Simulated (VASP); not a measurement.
Input of a VASP 6.6.1 run:

The input INCAR:

```
ALGO = Normal
EDIFF = 1E-7
ENCUT = 520
GGA = VW
ISIF = 2
ISMEAR = -1
ISPIN = 2
LASPH = T
LCHARG = F
LMAXMIX = 4
LORBIT = 11
LREAL = F
LWAVE = F
MAGMOM = 2 2 2 2
NBANDS = 30
NELM = 150
PREC = Accurate
SIGMA = 0.05
```

Contents of KPOINTS:

```
k-points
0
Gamma
  12 12 4
```

The input POSCAR:

```
Co
1.0
    2.5190164704      0.0000000000      0.0000000000
   -1.2595082352      2.1815322559      0.0000000000
    0.0000000000      0.0000000000      8.2468668932
Co
4
Direct
    0.6666666667      0.3333333333      0.7500000000
    0.0000000000      0.0000000000      0.5000000000
    0.3333333333      0.6666666667      0.2500000000
    0.0000000000      0.0000000000      0.0000000000
```

Potentials or basis: VASP PAW PBE potentials, release 64 (Co).

The run is started by

```bash
$ cat potpaw_PBE.64/Co/POTCAR > POTCAR
$ mpirun -np 1 vasp_std > vasp.out
```

Problem. Estimate the site moments.

Solution. Co +1.54, +1.52 μB.

Problem. Estimate the pressure.

Solution. -26.6 GPa.

Problem. Estimate the net moment.

Solution. 6.11 μB per cell.

Stress tensor (GPa, compression positive):
```
-25.77   0.00   0.00
  0.00 -25.77   0.00
  0.00   0.00 -28.25
```

Caveat: the PAW data sets were made with another functional, which shifts forces and pressure a little.
